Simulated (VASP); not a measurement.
Input of a VASP 6.6.1 run:

INCAR

```
ALGO     = Normal         # electronic algorithm
EDIFF    = 1E-6           # SCF threshold, eV
ENCUT    = 520            # plane-wave cutoff, eV
GGA      = PE             # functional
ISIF     = 2              # what is computed and relaxed
ISMEAR   = -1             # smearing method
LASPH    = True           # aspherical terms in the spheres
LCHARG   = False          # write CHGCAR
LREAL    = False          # projectors in reciprocal space
LWAVE    = False          # write WAVECAR
NBANDS   = 10             # bands
NELM     = 60             # most SCF steps
PREC     = Accurate       # precision mode
SIGMA    = 0.08           # smearing width, eV
```

File KPOINTS:

```
k-points
0
Gamma
  16 16 15
```

POSCAR

```
Re
1.0
    2.2495298194      0.0000000000      0.0000000000
   -1.1247649097      1.9481499702      0.0000000000
    0.0000000000      0.0000000000      2.0506359892
Re
1
Direct
    0.0000000000      0.0000000000      0.0000000000
```

Potentials or basis: VASP PAW PBE potentials, release 64 (Re).

The run is started by

```sh
$ cat potpaw_PBE.64/Re/POTCAR > POTCAR
$ mpirun -np 1 vasp_std > vasp.out
```

Question: Predict the pressure.

Answer: 586.1 GPa.

Question: Predict the band gap on the k mesh.

Answer: Zero (an odd number of electrons rules out a gap without spin polarisation).

Stress tensor (GPa, compression positive):
```
611.59   0.00   0.00
  0.00 611.59   0.00
  0.00   0.00 535.06
```

Caveat: atoms lie so close that the PAW spheres overlap strongly, which falsifies energies and pressures; the stress differs along the axes, from 535 to 612 GPa; spin-orbit coupling is left out, which moves the levels of the heavy elements.
